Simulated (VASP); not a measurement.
C, 8 atoms in the cell. The structure is monoclinic, space group P2_1 (No. 4). Conventional cell: a = 2.510 Å, b = 8.280 Å, c = 2.510 Å, α = 90.00°, β = 120.00°, γ = 90.00°. Within 2.0 Å of C (site symmetry 1) lie 4 C at 1.51 to 1.56 Å. Within 2.0 Å of C (site symmetry 1) lie 4 C at 1.52 to 1.56 Å. C (site symmetry 1) has 4 C at 1.51 to 1.58 Å within 2.0 Å. C (site symmetry 1) has 4 C at 1.52 to 1.58 Å within 2.0 Å.  This cell differs from its parent crystal: atoms displaced along a vibrational mode.

```yaml
Program: VASP 6.6.1
Task: single point
Functional: r2SCAN
Potentials_or_basis: VASP PAW PBE potentials, release 64 (C)
Cutoff: 520 eV
k_mesh: 12 × 12 × 4
Occupations: gaussian, width 0.05 eV
Spin: no spin polarisation
Dipole_correction: no
Further_INCAR_settings: ALGO = Normal; EDIFF = 1e-07; NBANDS = 26
```

Potentials or basis: VASP PAW PBE potentials, release 64 (C).

Launch:

```bash
$ cat potpaw_PBE.64/C/POTCAR > POTCAR
$ cp INCAR.step1 INCAR
$ mpirun -np 1 vasp_std > vasp.out
$ cp INCAR.step2 INCAR
$ mpirun -np 1 vasp_std > vasp.out
```

Hardware: 1 thread of Intel(R) Xeon(R) Platinum 8488C (Sapphire Rapids) (shared host).

Problem. Estimate the wall time of this run.

Solution. Wall time 11 min on 1 thread of Intel(R) Xeon(R) Platinum 8488C (Sapphire Rapids), on a shared host, peak memory 0.29 GiB. Counts: k points 222.
